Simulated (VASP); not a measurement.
Set up this calculation in VASP 6.6.1, as the native input.

- Task: single point
- Functional: PBE
- Potentials or basis: VASP PAW PBE potentials, release 64 (Ca_sv, Se)
- Cutoff: 520 eV
- k mesh: 8 × 8 × 1
- Occupations: gaussian, width 0.02 eV
- Spin: no spin polarisation
- Dipole correction: yes
- Further INCAR settings: ALGO = Normal; EDIFF = 1e-06; NBANDS = 15

The structure of CaSe lies in POSCAR:

```
CaSe
1.0
    4.0301108602      0.0000000000      0.0000000000
    0.0000000000      4.0301108602      0.0000000000
    0.0000000000      0.0000000000     23.8000000000
Ca Se
1 1
Direct
    0.0000000000      0.0000000000      0.2941176471
    0.5000000000      0.5000000000      0.2941176471
```

The cell was generated, and may not be a known phase.

The input as run:

INCAR

```
SYSTEM = CaSe
PREC = Accurate
ENCUT = 520
EDIFF = 1E-6
ISMEAR = 0
SIGMA = 0.02
LREAL = .False.
LASPH = .True.
NELM = 80
ALGO = Normal
ISIF = 2
LWAVE = .False.
LCHARG = .False.
LDIPOL = .True.
IDIPOL = 3
DIPOL = 0.5 0.5 0.294
GGA = PE
NBANDS = 15
```

KPOINTS

```
Automatic mesh
0
Gamma
  8 8 1
  0 0 0
```

Potentials or basis: VASP PAW PBE potentials, release 64 (Ca_sv, Se).

Run with:

```sh
$ cat potpaw_PBE.64/Ca_sv/POTCAR potpaw_PBE.64/Se/POTCAR > POTCAR
$ mpirun -np 1 vasp_std > vasp.out
```

Results of the run:

| Quantity | Value |
| --- | --- |
| Band gap on the k mesh | 2.49 eV |

Run time: 2.3 min on 1 thread of Intel(R) Xeon(R) Platinum 8259CL CPU @ 2.50GHz (Skylake/Cascade Lake), on a shared host, peak memory 0.43 GiB.
